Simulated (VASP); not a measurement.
## SrPrI: single point with PBE

Crystal: SrPrI.

```xyz
6
Lattice="5.2899 0.0000 0.0000 0.0000 5.2899 0.0000 0.0000 0.0000 10.4945" Properties=species:S:1:pos:R:3 pbc="T T T"
Sr    0.0000    2.6449    8.5011
Sr    2.6449    0.0000    1.9934
Pr    0.0000    0.0000    5.2472
Pr    2.6449    2.6449    5.2472
I     0.0000    0.0000    0.0000
I     2.6449    2.6449    0.0000
```

The cell was generated, and may not be a known phase.

```yaml
Program: VASP 6.6.1
Task: single point
Functional: PBE
Potentials_or_basis: VASP PAW PBE potentials, release 64 (Sr_sv, Pr_3, I), 4f in core
Cutoff: 500 eV
k_mesh: 8 × 8 × 4
Occupations: gaussian, width 0.1 eV
Spin: no spin polarisation
Dipole_correction: no
Further_INCAR_settings: ALGO = Normal; EDIFF = 1e-06; NBANDS = 37
```

```
Pressure               : 0.0 GPa
Largest force          : 0.008 eV/Å
Band gap on the k mesh : zero (filled and empty bands overlap)
```

Forces in eV/Å, atoms in the order of the input:
```
Sr   0.000  0.000 -0.008
Sr   0.000  0.000  0.008
Pr   0.000  0.000  0.000
Pr   0.000  0.000  0.000
I    0.000  0.000  0.000
I    0.000  0.000  0.000
```

Levels at points of the mesh, in eV from the Fermi level:
```csv
k point,band 25,band 26,band 27,band 28,band 29,band 30,band 31,band 32
"(0.00, 0.00, 0.00)",-2.34,-1.10,-0.45,-0.39,0.26,0.26,0.31,0.95
"(0.50, 0.00, 0.00)",-1.04,-1.04,-0.08,-0.08,0.57,0.57,1.00,1.00
"(0.50, 0.50, 0.00)",-0.77,-0.77,-0.70,-0.70,0.57,0.57,0.83,0.83
"(0.00, 0.00, 0.50)",-2.34,-1.10,-0.58,-0.39,0.12,0.24,0.24,1.53
"(0.50, 0.00, 0.50)",-0.94,-0.94,-0.17,-0.17,0.72,0.72,1.00,1.00
"(0.50, 0.50, 0.50)",-0.75,-0.75,-0.57,-0.57,0.50,0.50,0.67,0.67
```

Wall time 5 min on 1 thread of AMD EPYC 9R45 96-Core Processor (Zen 5), on a shared host, peak memory 0.6 GiB.

Caveat: spin-orbit coupling is left out, which moves the levels of the heavy elements; the 4f electrons are frozen in the core, so they carry no moment and show no levels; the run has no spin polarisation, though such a crystal can be magnetic. Spin polarisation is off, so any magnetic state and its effect on volume and gap are missing.
